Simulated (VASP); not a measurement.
# SiO2 (Stishovite) (P4_2/mnm) in VASP: a series of runs

Runs on SiO2 (Stishovite). Level: PBE. Tasks: single point.

All numbers are computed with VASP 6.6.1; they aren't measurements. Logs are shortened: lines on timing, memory, paths and dates and some standing lists are left out, and cuts for length are marked.

### Step 1. The cell of the first run

It takes space group P4_2/mnm (No. 136, tetragonal). Conventional cell: a = 4.142 Å, b = 4.142 Å, c = 2.643 Å, α = 90.00°, β = 90.00°, γ = 90.00°. Within 2.3 Å of Si (site symmetry mmm) lie 6 O at 1.74 to 1.79 Å. Within 2.3 Å of O (site symmetry m2m) lie 3 Si at 1.74 to 1.79 Å and 1 O at 2.27 Å.

### Step 2. Single point, PBE

INCAR

```
ALGO     = Normal         # electronic algorithm
EDIFF    = 1E-7           # SCF threshold, eV
ENCUT    = 520            # plane-wave cutoff, eV
GGA      = PE             # functional
ISIF     = 2              # what is computed and relaxed
ISMEAR   = -1             # smearing method
LASPH    = T              # aspherical terms in the spheres
LCHARG   = F              # write CHGCAR
LREAL    = F              # projectors in reciprocal space
LWAVE    = F              # write WAVECAR
NBANDS   = 25             # bands
NELM     = 60             # most SCF steps
PREC     = Accurate       # precision mode
SIGMA    = 0.1            # smearing width, eV
```

KPOINTS

```
k-points
0
Gamma
  6 6 8
```

POSCAR

```
SiO2
1.0
    4.1421949790      0.0000000000      0.0000000000
    0.0000000000      4.1421949790      0.0000000000
    0.0000000000      0.0000000000      2.6428023024
Si O
2 4
Direct
    0.0000000000      0.0000000000      0.0000000000
    0.5000000000      0.5000000000      0.5000000000
    0.3059000000      0.3059000000      0.0000000000
    0.1941000000      0.8059000000      0.5000000000
    0.6941000000      0.6941000000      0.0000000000
    0.8059000000      0.1941000000      0.5000000000
```

Potentials or basis: VASP PAW PBE potentials, release 64 (Si, O).

On the command line:

```sh
> cat potpaw_PBE.64/Si/POTCAR potpaw_PBE.64/O/POTCAR > POTCAR
> mpirun -np 1 vasp_std > vasp.out
```

OUTCAR:

```text
EDIFF = 1E-7
   ENCUT = 520
   GGA = PE
   ISIF = 2
   ISMEAR = -1
   LASPH = T
   LREAL = F
   NELM = 60
   PREC = Accurate

 ion  position               nearest neighbor table
   1  0.000  0.000  0.000-   4 1.74   6 1.74   4 1.74   6 1.74   5 1.79   3 1.79
   2  0.500  0.500  0.500-   3 1.74   5 1.74   3 1.74   5 1.74   4 1.79   6 1.79
   3  0.306  0.306  0.000-   2 1.74   2 1.74   1 1.79
   4  0.194  0.806  0.500-   1 1.74   1 1.74   2 1.79
   5  0.694  0.694  0.000-   2 1.74   2 1.74   1 1.79
   6  0.806  0.194  0.500-   1 1.74   1 1.74   2 1.79

  LATTYP: Found a simple tetragonal cell.
 ALAT       =     4.1421949790
 C/A-ratio  =     0.6380197735

  Lattice vectors:

 A1 = (   4.1421949790,   0.0000000000,   0.0000000000)
 A2 = (   0.0000000000,   4.1421949790,   0.0000000000)
 A3 = (   0.0000000000,   0.0000000000,   2.6428023024)

Analysis of symmetry for initial positions (statically):
=====================================================================
 Subroutine PRICEL returns:
 Original cell was already a primitive cell.

 Routine SETGRP: Setting up the symmetry group for a
 simple tetragonal supercell.

 Subroutine GETGRP returns: Found 16 space group operations
 (whereof  8 operations were pure point group operations)
 out of a pool of 16 trial point group operations.

The static configuration has the point symmetry D_2h.
 The point group associated with its full space group is D_4h.

Analysis of symmetry for dynamics (positions and initial velocities):
=====================================================================
 Subroutine PRICEL returns:
 Original cell was already a primitive cell.

 Routine SETGRP: Setting up the symmetry group for a
 simple tetragonal supercell.

 Subroutine GETGRP returns: Found 16 space group operations
 (whereof  8 operations were pure point group operations)
 out of a pool of 16 trial point group operations.

The dynamic configuration has the point symmetry D_2h.
 The point group associated with its full space group is D_4h.

 Subroutine INISYM returns: Found 16 space group operations
 (whereof  8 operations are pure point group operations),
 and found     1 'primitive' translations

----------------------------------------------------------------------------------------

                                     Primitive cell

  volume of cell :      45.3446

  direct lattice vectors                    reciprocal lattice vectors
     4.142194979  0.000000000  0.000000000     0.241417897  0.000000000  0.000000000
     0.000000000  4.142194979  0.000000000     0.000000000  0.241417897  0.000000000
     0.000000000  0.000000000  2.642802302     0.000000000  0.000000000  0.378386230

  length of vectors
     4.142194979  4.142194979  2.642802302     0.241417897  0.241417897  0.378386230

  position of ions in fractional coordinates (direct lattice)
     0.000000000  0.000000000  0.000000000
     0.500000000  0.500000000  0.500000000
     0.305900000  0.305900000  0.000000000
     0.194100000  0.805900000  0.500000000
     0.694100000  0.694100000  0.000000000
     0.805900000  0.194100000  0.500000000

  ion indices of the primitive-cell ions
   primitive index   ion index
                 1           1
                 2           2
                 3           3
                 4           4
                 5           5
                 6           6

----------------------------------------------------------------------------------------

 KPOINTS: k-points

Automatic generation of k-mesh.
 Grid dimensions read from file:
 generate k-points for:    6    6    8

 Generating k-lattice:

  Cartesian coordinates                     Fractional coordinates (reciprocal lattice)
     0.040236316  0.000000000  0.000000000     0.166666667  0.000000000  0.000000000
     0.000000000  0.040236316  0.000000000     0.000000000  0.166666667  0.000000000
     0.000000000  0.000000000  0.047298279     0.000000000  0.000000000  0.125000000

  Length of vectors
     0.040236316  0.040236316  0.047298279

  Shift w.r.t. Gamma in fractional coordinates (k-lattice)
     0.000000000  0.000000000  0.000000000

 Subroutine IBZKPT returns following result:
 ===========================================

 Found     50 irreducible k-points:

 Following reciprocal coordinates:
            Coordinates               Weight
  0.000000  0.000000  0.000000      1.000000
  0.166667  0.000000  0.000000      4.000000
  0.333333  0.000000  0.000000      4.000000
  0.500000  0.000000  0.000000      2.000000
  0.166667  0.166667  0.000000      4.000000
  0.333333  0.166667  0.000000      8.000000
[... 16 lines left out ...]
  0.333333  0.000000  0.250000      8.000000
  0.500000  0.000000  0.250000      4.000000
 [... further k-points ...]
   k-points           NKPTS =     50   k-points in BZ     NKDIM =     50   number of bands    NBANDS=     25
   number of dos      NEDOS =    301   number of ions     NIONS =      6
[... 70 lines left out ...]

 k-point     1 :       0.0000    0.0000    0.0000
  band No.  band energies     occupation
      1     -14.2526      2.00000
      2     -10.4825      2.00000
      3     -10.4825      2.00000
      4     -10.2349      2.00000
      5      -2.4383      2.00000
      6       2.0194      2.00000
[... 17 lines left out ...]
     24      23.2799      0.00000
     25      24.7378      0.00000

 k-point     2 :       0.1667    0.0000    0.0000
  band No.  band energies     occupation
      1     -14.1027      2.00000
      2     -11.1750      2.00000
      3     -10.4054      2.00000
      4      -9.8619      2.00000
      5      -2.2468      2.00000
      6       1.2626      2.00000
[... 17 lines left out ...]
     24      22.6603      0.00000
     25      24.5367      0.00000

 k-point     3 :       0.3333    0.0000    0.0000
  band No.  band energies     occupation
      1     -13.6640      2.00000
      2     -12.1010      2.00000
      3     -10.1986      2.00000
      4      -9.7680      2.00000
      5      -1.7153      2.00000
      6       0.1216      2.00000
[... 17 lines left out ...]
     24      22.8287      0.00000
     25      23.8893      0.00000

 k-point     4 :       0.5000    0.0000    0.0000
  band No.  band energies     occupation
      1     -12.9727      2.00000
      2     -12.9727      2.00000
      3      -9.9394      2.00000
      4      -9.9394      2.00000
      5      -0.9080      2.00000
      6      -0.9080      2.00000
[... 17 lines left out ...]
     24      22.4488      0.00000
     25      23.8088      0.00000

 k-point     5 :       0.1667    0.1667    0.0000
  band No.  band energies     occupation
      1     -13.9565      2.00000
      2     -11.3682      2.00000
      3     -10.5853      2.00000
      4      -9.7595      2.00000
      5      -2.0241      2.00000
      6       1.1844      2.00000
[... 17 lines left out ...]
     24      22.4436      0.00000
     25      24.4477      0.00000

 k-point     6 :       0.3333    0.1667    0.0000
  band No.  band energies     occupation
      1     -13.5308      2.00000
      2     -12.0667      2.00000
      3     -10.4667      2.00000
      4      -9.8501      2.00000
      5      -1.4304      2.00000
      6       0.3717      2.00000
[... 17 lines left out ...]
     24      22.6104      0.00000
     25      23.9821      0.00000
[... 393 lines left out ...]
 k-point    21 :       0.0000    0.0000    0.2500
  band No.  band energies     occupation
      1     -13.4226      2.00000
      2     -10.2532      2.00000
      3     -10.0870      2.00000
      4     -10.0870      2.00000
      5      -2.1863      2.00000
      6       1.6574      2.00000
[... 17 lines left out ...]
     24      22.9522      0.00000
     25      23.0292      0.00000

 k-point    22 :       0.1667    0.0000    0.2500
  band No.  band energies     occupation
      1     -13.2857      2.00000
      2     -10.7756      2.00000
      3     -10.0401      2.00000
      4      -9.8207      2.00000
      5      -1.9088      2.00000
      6       1.1567      2.00000
[... 17 lines left out ...]
     24      22.5976      0.00000
     25      22.8931      0.00000

 k-point    23 :       0.3333    0.0000    0.2500
  band No.  band energies     occupation
      1     -12.8882      2.00000
      2     -11.5250      2.00000
      3      -9.9198      2.00000
      4      -9.7231      2.00000
      5      -1.1896      2.00000
      6       0.5813      2.00000
[... 17 lines left out ...]
     24      21.7559      0.00000
     25      22.5846      0.00000

 k-point    24 :       0.5000    0.0000    0.2500
  band No.  band energies     occupation
      1     -12.2736      2.00000
      2     -12.2736      2.00000
      3      -9.7861      2.00000
      4      -9.7861      2.00000
      5      -0.2766      2.00000
      6      -0.2766      2.00000
[... 17 lines left out ...]
     24      21.7239      0.00000
     25      22.5585      0.00000

 [... further k-points ...]
[... 5 lines left out ...]
  --------------------------------------------------------------------------------------
  -------------------------------------------------------------------------------------
  Total        5.4528263      5.4528263      6.6192920     -0.0000000      0.0000000      0.0000000
  in kB      192.6666252    192.6666252    233.8817695     -0.0000000      0.0000000      0.0000000
  external PRESSURE =     206.4050066 kB  Pullay stress =       0.0000000 kB

 VOLUME and BASIS-vectors are now :
 -----------------------------------------------------------------------------
  energy-cutoff  :      520.00
  volume of cell :       45.34
      direct lattice vectors                 reciprocal lattice vectors
     4.142194979  0.000000000  0.000000000     0.241417897  0.000000000  0.000000000
     0.000000000  4.142194979  0.000000000     0.000000000  0.241417897  0.000000000
     0.000000000  0.000000000  2.642802302     0.000000000  0.000000000  0.378386230

 POSITION                                       TOTAL-FORCE (eV/Angst)
 -----------------------------------------------------------------------------------
      0.00000      0.00000      0.00000         0.000000      0.000000      0.000000
      2.07110      2.07110      1.32140         0.000000      0.000000      0.000000
      1.26710      1.26710      0.00000        -0.196762     -0.196762     -0.000000
      0.80400      3.33819      1.32140         0.196762     -0.196762     -0.000000
      2.87510      2.87510      0.00000         0.196762      0.196762      0.000000
      3.33819      0.80400      1.32140        -0.196762      0.196762      0.000000
 -----------------------------------------------------------------------------------
    total drift:                                0.000000      0.000000     -0.000000

  FREE ENERGIE OF THE ION-ELECTRON SYSTEM (eV)
  ---------------------------------------------------
  free  energy   TOTEN  =       -46.1360279411 eV

  energy  without entropy=      -46.1360279410  energy(sigma->0) =      -46.13602794
```

Run time: 25 s. Hardware: 1 thread of AMD EPYC 9R45 (Zen 5), shared host; peak memory 0.14 GiB.

Results:

```
Free energy            : -46.1360 eV
Pressure               : 20.6 GPa
Largest force          : 0.278 eV/Å
Band gap on the k mesh : 6.09 eV, direct
```

Forces in eV/Å, atoms in the order of the input:
```
Si   0.000  0.000  0.000
Si   0.000  0.000  0.000
O   -0.197 -0.197  0.000
O    0.197 -0.197  0.000
O    0.197  0.197  0.000
O   -0.197  0.197  0.000
```

Stress tensor (GPa, compression positive):
```
19.27  0.00  0.00
 0.00 19.27  0.00
 0.00  0.00 23.39
```

### Step 3. Single point, PBE

This run uses another cell than the first one, of 7.75 Å³/atom, 1.026 times its volume.

INCAR

```
ALGO = Normal
EDIFF = 1E-6
ENCUT = 520
GGA = PE
ISIF = 2
ISMEAR = -1
LASPH = T
LCHARG = F
LREAL = F
LWAVE = F
NBANDS = 25
NELM = 80
PREC = Accurate
SIGMA = 0.1
```

KPOINTS is that of step 2.

POSCAR: that of step 2 with these lines changed.

```diff
@@ -2,5 +2,5 @@
 1.0
-    4.1421949790      0.0000000000      0.0000000000
-    0.0000000000      4.1421949790      0.0000000000
-    0.0000000000      0.0000000000      2.6428023024
+    4.1773000000      0.0000000000      0.0000000000
+    0.0000000000      4.1773000000      0.0000000000
+    0.0000000000      0.0000000000      2.6652000000
 Si O
```

Potentials or basis: VASP PAW PBE potentials, release 64 (Si, O).

On the command line:

```sh
> cat potpaw_PBE.64/Si/POTCAR potpaw_PBE.64/O/POTCAR > POTCAR
> mpirun -np 1 vasp_std > vasp.out
```

Wall time 22 s (1 thread of AMD EPYC 9R45 (Zen 5), shared host); peak memory 0.14 GiB.

Results (log left out):

```
Free energy            : -46.2541 eV
Pressure               : 11.4 GPa
Largest force          : 0.099 eV/Å
Band gap on the k mesh : 5.62 eV, direct
```

Forces on the atoms (eV/Å):
```
Si   0.000  0.000  0.000
Si   0.000  0.000  0.000
O   -0.070 -0.070  0.000
O    0.070 -0.070  0.000
O    0.070  0.070  0.000
O   -0.070  0.070  0.000
```

Stress tensor (GPa, compression positive):
```
10.70  0.00  0.00
 0.00 10.70  0.00
 0.00  0.00 12.84
```

Levels at points of the mesh, in eV from the valence-band top:
```
           k point  band 13  band 14  band 15  band 16  band 17  band 18  band 19  band 20
(0.00, 0.00, 0.00)    -2.51    -0.88    -0.88     0.00     5.62     6.72     8.52     8.52
(0.50, 0.00, 0.00)    -2.69    -2.69    -1.07    -1.07     7.76     7.76     9.10     9.10
(0.50, 0.50, 0.00)    -2.68    -2.68    -2.29    -2.29     7.45     7.45    10.09    10.09
(0.00, 0.00, 0.50)    -3.08    -3.08    -2.69    -2.69     9.11     9.11    12.66    12.66
(0.50, 0.00, 0.50)    -2.29    -2.29    -1.76    -1.76     8.80     8.80     9.87     9.87
(0.50, 0.50, 0.50)    -1.77    -1.77    -1.56    -1.56     7.19     7.19    11.04    11.04
```

A k mesh can miss the band edges. A hybrid or GW would open this gap; PBE tends to underestimate it.

### Step 4. Single point, PBE

This run uses another cell than the first one, of 7.94 Å³/atom, 1.051 times its volume.

INCAR

```
PREC = Accurate
ENCUT = 520
EDIFF = 1E-7
ISMEAR = -1
SIGMA = 0.1
LREAL = F
LASPH = T
NELM = 60
ALGO = Normal
ISIF = 2
LWAVE = F
LCHARG = F
GGA = PE
NBANDS = 25
```

KPOINTS

```
Automatic mesh
0
Gamma
  6 6 8
```

POSCAR: that of step 3 with these lines changed.

```diff
@@ -2,5 +2,5 @@
 1.0
-    4.1773000000      0.0000000000      0.0000000000
-    0.0000000000      4.1773000000      0.0000000000
-    0.0000000000      0.0000000000      2.6652000000
+    4.2118247061      0.0000000000      0.0000000000
+    0.0000000000      4.2118247061      0.0000000000
+    0.0000000000      0.0000000000      2.6872274452
 Si O
```

On the command line:

```sh
> cat potpaw_PBE.64/Si/POTCAR potpaw_PBE.64/O/POTCAR > POTCAR
> mpirun -np 1 vasp_std > vasp.out
```

Run time: 26 s. Hardware: 1 thread of AMD EPYC 9R45 (Zen 5), shared host; peak memory 0.15 GiB.

Results (log left out):

| Item | Value |
| --- | --- |
| Free energy | -46.3091 eV |
| Pressure | 3.2 GPa |
| Largest force | 0.066 eV/Å |
| Band gap on the k mesh | 5.18 eV, direct |

Forces on the atoms (eV/Å):
```
Si   0.000  0.000  0.000
Si   0.000  0.000  0.000
O    0.047  0.047  0.000
O   -0.047  0.047  0.000
O   -0.047 -0.047  0.000
O    0.047 -0.047  0.000
```

Stress tensor (GPa, compression positive):
```
3.11 0.00 0.00
0.00 3.11 0.00
0.00 0.00 3.47
```

Levels at points of the mesh, in eV from the valence-band top:
| k point | band 12 | band 13 | band 14 | band 15 | band 16 | band 17 | band 18 | band 19 | band 20 | band 21 |
| --- | --- | --- | --- | --- | --- | --- | --- | --- | --- | --- |
| (0.00, 0.00, 0.00) | -3.07 | -2.49 | -0.87 | -0.87 | 0.00 | 5.18 | 6.62 | 8.31 | 8.31 | 11.05 |
| (0.50, 0.00, 0.00) | -3.78 | -2.64 | -2.64 | -1.05 | -1.05 | 7.43 | 7.43 | 8.91 | 8.91 | 10.89 |
| (0.50, 0.50, 0.00) | -3.19 | -2.62 | -2.62 | -2.21 | -2.21 | 7.15 | 7.15 | 9.85 | 9.85 | 12.91 |
| (0.00, 0.00, 0.50) | -4.56 | -2.96 | -2.96 | -2.60 | -2.60 | 8.77 | 8.77 | 12.41 | 12.41 | 12.48 |
| (0.50, 0.00, 0.50) | -3.89 | -2.23 | -2.23 | -1.70 | -1.70 | 8.52 | 8.52 | 9.60 | 9.60 | 12.17 |
| (0.50, 0.50, 0.50) | -4.43 | -1.72 | -1.72 | -1.51 | -1.51 | 6.88 | 6.88 | 10.85 | 10.85 | 11.57 |

A k mesh can miss the band edges. Expect the measured gap to be larger: semilocal functionals such as PBE lack the derivative discontinuity.

### Step 5. Single point, PBE

This run uses another cell than the first one, of 8.14 Å³/atom, 1.077 times its volume.

INCAR

```
  PREC = Accurate
  ENCUT = 520
  EDIFF = 1E-7
  ISMEAR = -1
  SIGMA = 0.1
  LREAL = False
  LASPH = True
  NELM = 60
  ALGO = Normal
  ISIF = 2
  LWAVE = False
  LCHARG = False
  GGA = PE
  NBANDS = 25
```

KPOINTS

```
regular mesh
0
Gamma
  6 6 8
```

POSCAR: that of step 4 with these lines changed.

```diff
@@ -2,5 +2,5 @@
 1.0
-    4.2118247061      0.0000000000      0.0000000000
-    0.0000000000      4.2118247061      0.0000000000
-    0.0000000000      0.0000000000      2.6872274452
+    4.2457925013      0.0000000000      0.0000000000
+    0.0000000000      4.2457925013      0.0000000000
+    0.0000000000      0.0000000000      2.7088995702
 Si O
```

On the command line:

```sh
> cat potpaw_PBE.64/Si/POTCAR potpaw_PBE.64/O/POTCAR > POTCAR
> mpirun -np 1 vasp_std > vasp.out
```

Wall time 27 s (1 thread of AMD EPYC 9R45 (Zen 5), shared host); peak memory 0.15 GiB.

Results (log left out):

| Property | Result |
| --- | --- |
| Free energy | -46.3083 eV |
| Pressure | -4.0 GPa |
| Largest force | 0.217 eV/Å |
| Band gap on the k mesh | 4.77 eV, direct |

Forces on the atoms (eV/Å):
```
Si   0.000  0.000  0.000
Si   0.000  0.000  0.000
O    0.154  0.154  0.000
O   -0.154  0.154  0.000
O   -0.154 -0.154  0.000
O    0.154 -0.154  0.000
```

Stress tensor (GPa, compression positive):
```
-3.55  0.00  0.00
 0.00 -3.55  0.00
 0.00  0.00 -4.78
```

Levels at points of the mesh, in eV from the valence-band top:
| k point | band 13 | band 14 | band 15 | band 16 | band 17 | band 18 | band 19 | band 20 |
| --- | --- | --- | --- | --- | --- | --- | --- | --- |
| (0.00, 0.00, 0.00) | -2.47 | -0.85 | -0.85 | 0.00 | 4.77 | 6.51 | 8.10 | 8.10 |
| (0.50, 0.00, 0.00) | -2.59 | -2.59 | -1.02 | -1.02 | 7.10 | 7.10 | 8.73 | 8.73 |
| (0.50, 0.50, 0.00) | -2.57 | -2.57 | -2.13 | -2.13 | 6.86 | 6.86 | 9.62 | 9.62 |
| (0.00, 0.00, 0.50) | -2.86 | -2.86 | -2.52 | -2.52 | 8.44 | 8.44 | 12.17 | 12.17 |
| (0.50, 0.00, 0.50) | -2.18 | -2.18 | -1.65 | -1.65 | 8.25 | 8.25 | 9.33 | 9.33 |
| (0.50, 0.50, 0.50) | -1.68 | -1.68 | -1.46 | -1.46 | 6.59 | 6.59 | 10.66 | 10.66 |

### Step 6. Overview

| cell | gap on the mesh (eV) | pressure (GPa) | largest force (eV/Å) |
| --- | --- | --- | --- |
| a = 4.142, b = 4.142, c = 2.643 Å, 6 atoms | 6.09 | 20.6 | 0.28 |
| a = 4.177, b = 4.177, c = 2.665 Å, 6 atoms | 5.62 | 11.4 | 0.10 |
| a = 4.212, b = 4.212, c = 2.687 Å, 6 atoms | 5.18 | 3.2 | 0.07 |
| a = 4.246, b = 4.246, c = 2.709 Å, 6 atoms | 4.77 | -4.0 | 0.22 |

Alike in all rows: task single point; level PBE; potentials or basis VASP PAW PBE potentials, release 64 (Si, O); no spin polarisation; k mesh 6 × 6 × 8; cutoff (eV) 520; smearing fermi-dirac 0.1 eV.

Absolute energies hang on the potentials; compare differences alone.
